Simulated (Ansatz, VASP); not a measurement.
**Fe: VASP beside Ansatz**

File INCAR:

```
PREC = Accurate
ENCUT = 520
EDIFF = 1E-6
ISMEAR = -1
SIGMA = 0.05
LREAL = F
LASPH = T
NELM = 150
ALGO = Normal
ISIF = 2
LWAVE = F
LCHARG = F
ISPIN = 2
MAGMOM = 2.405
LORBIT = 11
LMAXMIX = 4
GGA = B5
ALDAX = 1.0
AGGAX = 1.0
AGGAC = 1.0
ALDAC = 0.0
NBANDS = 14
```

The input KPOINTS:

```
regular mesh
0
Gamma
  15 15 15
```

File POSCAR:

```
Fe
1.0
    2.3738639259      0.0000000000      0.0000000000
    0.0000000000      2.3738639259      0.0000000000
    0.0000000000      0.0000000000      2.3738639259
Fe
1
Direct
    0.0000000000      0.0000000000      0.0000000000
```

Input for Ansatz:

```yaml
crystal:
  lattice:
    - [2.3738639259, 0.0, 0.0]
    - [0.0, 2.3738639259, 0.0]
    - [0.0, 0.0, 2.3738639259]
  atoms:
    - { symbol: Fe, position: [0.0, 0.0, 0.0], spin: 2.405 }
hamiltonian:
  xc: blyp
  pseudopotentials:
    kind: paw
    azcp:
      Fe: "pseudopotentials/Fe.paw.azcp"
basis:
  ecutwfc: 420
  fft_grid_basis: typed
kpoints:
  mp_grid: { grid: [15, 15, 15], shift: [0, 0, 0] }
magnetization:
  spin_polarized: true
scf:
  occupations: { method: fermi_dirac, width: 0.05 }
  lower_state_search: "off"
output:
  stress: true
```

Alike in both runs: task single point; functional BLYP; k mesh 15 × 15 × 15; occupations fermi-dirac, width 0.05 eV; collinear spin.

|  | VASP | Ansatz |
| --- | --- | --- |
| version | VASP 6.6.1 | Ansatz 0.2.0 |
| potentials or method | VASP PAW PBE potentials, release 64 (Fe), cutoff 520 eV | plane waves (420 eV) with PAW, scalar-relativistic |
| valence electrons in the cell | 8 | 16 |

|  | VASP | Ansatz | Ansatz less VASP |
| --- | --- | --- | --- |
| pressure (GPa) | 4.5 | 4.7 | +0.19 |
| net moment per atom (μB) | 2.32 | 2.32 | +0.004 |
| size of the moment on the site where the two differ most (μB) | 2.30 | 2.30 | -0.004 |

VASP's potentials were made for PBE, not for BLYP. Site moments also hang on the region over which each program counts them. The functional is the same, so the differences come from potentials, cutoffs and numerics. VASP's potentials hold 8 valence electrons a cell and Ansatz's 16, so a difference there can come from the potentials and not from the codes.
